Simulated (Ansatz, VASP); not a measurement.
# Sc: VASP beside Ansatz

```xyz
2
Lattice="0.0000 2.9992 2.9992 2.9992 0.0000 2.9992 2.9992 2.9992 0.0000" Properties=species:S:1:pos:R:3 pbc="T T T"
Sc    0.7498    0.7498    0.7498
Sc    5.2485    5.2485    5.2485
```

Alike in both runs: functional LDA; k mesh 9 × 9 × 9; occupations fermi-dirac, width 0.1 eV; no spin polarisation.

Ansatz relaxed the structure, and its values are those at the end. VASP's run is a single point on that final structure, the one shown.

|  | VASP | Ansatz |
| --- | --- | --- |
| version | VASP 6.6.1 | Ansatz 0.2.0 |
| potentials or method | VASP PAW LDA potentials, release 64 (Sc_sv), cutoff 520 eV | plane waves (420 eV) with PAW, scalar-relativistic |
| valence electrons in the cell | 22 | 22 |

Ansatz gave:

- pressure (GPa): 0.0

Estimate VASP's values.

pressure (GPa): 0.1.

Ansatz warns that its potentials were made for another functional, while VASP's fit it. LDA's correlation is that of Perdew and Zunger in VASP and of Perdew and Wang (1992) in Ansatz.
